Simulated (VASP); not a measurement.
**Si: electric field gradients with r2SCAN**

The system is Si.

```
CELL_PARAMETERS angstrom
-3.31800 3.31800 3.31800
3.31800 -3.31800 3.31800
3.31800 3.31800 -3.31800
ATOMIC_POSITIONS crystal
Si 0.20332 0.20332 0.20332
Si 0.50000 0.00000 0.29668
Si 0.29668 0.50000 0.00000
Si 0.00000 0.29668 0.50000
Si 0.79668 0.79668 0.79668
Si 0.50000 0.00000 0.70332
Si 0.70332 0.50000 0.00000
Si 0.00000 0.70332 0.50000
```

- Program: VASP 6.6.1
- Task: electric field gradients
- Functional: r2SCAN
- Potentials or basis: VASP PAW PBE potentials, release 64 (Si)
- Cutoff: 520 eV
- k mesh: 10 × 10 × 10
- Occupations: fermi-dirac, width 0.05 eV
- Spin: no spin polarisation
- Dipole correction: no
- Further INCAR settings: ALGO = Normal; EDIFF = 1e-08; NBANDS = 26

```
Pressure                                : -0.1 GPa
Largest force                           : 0.171 eV/Å
Band gap on the k mesh                  : zero (bands 16 and 17 overlap by 0.13 eV)
Largest electric field gradient by atom : Si -11.4 V/Å²
```

Forces in eV/Å, atoms in the order of the input:
```
Si  -0.099 -0.099 -0.099
Si   0.099  0.099 -0.099
Si  -0.099  0.099  0.099
Si   0.099 -0.099  0.099
Si   0.099  0.099  0.099
Si  -0.099 -0.099  0.099
Si   0.099 -0.099 -0.099
Si  -0.099  0.099 -0.099
```

Levels at points of the mesh, in eV from the Fermi level:
| k point | band 14 | band 15 | band 16 | band 17 | band 18 | band 19 |
| --- | --- | --- | --- | --- | --- | --- |
| (0.00, 0.00, 0.00) | -1.60 | -1.60 | -0.94 | 1.91 | 1.91 | 1.91 |
| (0.50, 0.00, 0.00) | -2.30 | -1.45 | -1.45 | 0.53 | 0.53 | 2.28 |
| (0.50, 0.50, 0.50) | -0.52 | 0.12 | 0.12 | 0.12 | 3.09 | 3.17 |

Electric field gradients, principal values (V/Å²):
```tsv
atom	least	middle	greatest (by size)
1 Si	5.707	5.707	-11.414
2 Si	5.707	5.707	-11.414
3 Si	5.707	5.707	-11.414
4 Si	5.707	5.707	-11.414
5 Si	5.707	5.707	-11.414
6 Si	5.707	5.707	-11.414
7 Si	5.707	5.707	-11.414
8 Si	5.707	5.707	-11.414
```

Run time: 39 min on 1 thread of Oxide Virtual Turin-like Processor (shared host), peak memory 0.4 GiB.

Caveat: semilocal functionals underestimate gaps, and a narrow one can read as zero; without QUAD_EFG the Cq values of the log hold for a quadrupole moment of 1 mb, not for the nuclei; the PAW data sets were made with another functional, which shifts forces and pressure a little.
